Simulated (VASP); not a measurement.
A run of VASP 6.6.1:

The input INCAR:

```
SYSTEM = TiB2
PREC = Accurate
ENCUT = 600
EDIFF = 1E-8
ISMEAR = -1
SIGMA = 0.05
LREAL = .FALSE.
LASPH = .TRUE.
NELM = 60
ALGO = Normal
ISIF = 3
LWAVE = .FALSE.
LCHARG = .FALSE.
GGA = PS
IBRION = 6
NFREE = 2
POTIM = 0.015
NSW = 1
```

File KPOINTS:

```
Automatic mesh
0
G
  16 16 14
  0 0 0
```

The input POSCAR:

```
TiB2
1.0
    2.9951508120      0.0000000000      0.0000000000
   -1.4975754060      2.5938766913      0.0000000000
    0.0000000000      0.0000000000      3.1518280273
Ti B
1 2
Direct
    0.0000000000      0.0000000000      0.0000000000
    0.3333333333      0.6666666667      0.5000000000
    0.6666666667      0.3333333333      0.5000000000
```

Potentials or basis: VASP PAW PBE potentials, release 64 (Ti_sv, B).

The run is started by

```sh
$ cat potpaw_PBE.64/Ti_sv/POTCAR potpaw_PBE.64/B/POTCAR > POTCAR
$ mpirun -np 1 vasp_std > vasp.out
```

Hardware: 1 thread of AMD EPYC 9755 128-Core Processor (shared host).

Task: How long does it take, and how much memory?

Result: Wall time 87 min on 1 thread of AMD EPYC 9755 128-Core Processor (shared host), peak memory 0.78 GiB. Counts: scf iterations 218, k points 240.
